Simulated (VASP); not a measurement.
## BP (rocksalt type): single point with r2SCAN

The system is BP (rocksalt type).

```
B P
1.0
     0.00000    1.76975    1.76975
     1.76975    0.00000    1.76975
     1.76975    1.76975    0.00000
B P
1 1
Direct
  0.00000 0.00000 0.00000
  0.50000 0.50000 0.50000
```

This cell differs from its parent crystal: volume scaled by 0.55.

```
Program             : VASP 6.6.1
Task                : single point
Functional          : r2SCAN
Potentials or basis : VASP PAW PBE potentials, release 64 (B, P)
Cutoff              : 520 eV
k mesh              : 17 × 17 × 17
Occupations         : fermi-dirac, width 0.1 eV
Spin                : no spin polarisation
```

| Quantity | Value |
| --- | --- |
| Pressure | 272.6 GPa |
| Band gap on the k mesh | zero (band 4 reaches 21.21 eV, above the bottom of band 5 at 18.93 eV) |

Levels at points of the mesh, in eV from the Fermi level:
```tsv
k point	band 2	band 3	band 4	band 5	band 6	band 7
(0.00, 0.00, 0.00)	0.27	0.27	0.27	6.95	6.95	6.95
```

It took 63 s on 1 thread of Intel Xeon 6975P-C, with other jobs on the host, peak memory 0.14 GiB.

Caveat: the PAW data sets were made with another functional, which shifts forces and pressure a little.
